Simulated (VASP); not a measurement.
Input of a VASP 6.6.1 run:

INCAR

```
PREC = Accurate
ENCUT = 600
EDIFF = 1E-6
ISMEAR = -1
SIGMA = 0.05
LREAL = F
LASPH = T
NELM = 200
ALGO = Normal
ISIF = 2
LWAVE = F
LCHARG = T
ISPIN = 2
MAGMOM = 3 3 3 3 0 0 0 0 0 0
LORBIT = 11
LMAXMIX = 4
GGA = PE
IVDW = 12
LELF = T
LVHAR = T
NBANDS = 49
GGA_COMPAT = F
```

KPOINTS

```
Automatic mesh
0
Gamma
  7 7 7
```

Contents of POSCAR:

```
Fe2O3
1.0
    2.5190000000      1.4543453281      4.5906666667
   -2.5190000000      1.4543453281      4.5906666667
    0.0000000000     -2.9086906562      4.5906666667
Fe O
4 6
Direct
    0.3553000000      0.3553000000      0.3553000000
    0.1447000000      0.1447000000      0.1447000000
    0.6447000000      0.6447000000      0.6447000000
    0.8553000000      0.8553000000      0.8553000000
    0.5559000000      0.2500000000      0.9441000000
    0.2500000000      0.9441000000      0.5559000000
    0.9441000000      0.5559000000      0.2500000000
    0.4441000000      0.7500000000      0.0559000000
    0.7500000000      0.0559000000      0.4441000000
    0.0559000000      0.4441000000      0.7500000000
```

Potentials or basis: VASP PAW PBE potentials, release 64 (Fe, O).

Command:

```sh
$ cat potpaw_PBE.64/Fe/POTCAR potpaw_PBE.64/O/POTCAR > POTCAR
$ mpirun -np 1 vasp_std > vasp.out
```

Task: Predict the largest force.

Result: 0.909 eV/Å.

Task: What does it give for the site moments?

Result: Fe +3.08; O +0.14 μB.

Forces on the atoms (eV/Å):
```
Fe   0.000  0.000 -0.909
Fe   0.000  0.000  0.909
Fe   0.000  0.000  0.909
Fe   0.000  0.000 -0.909
O    0.068  0.117  0.000
O    0.068 -0.117  0.000
O   -0.135  0.000  0.000
O   -0.068 -0.117  0.000
O   -0.068  0.117  0.000
O    0.135  0.000  0.000
```

Caveat: three body term missing; the cell stands under tension; only a ferromagnetic start was run, and an antiferromagnetic order may lie lower in energy.
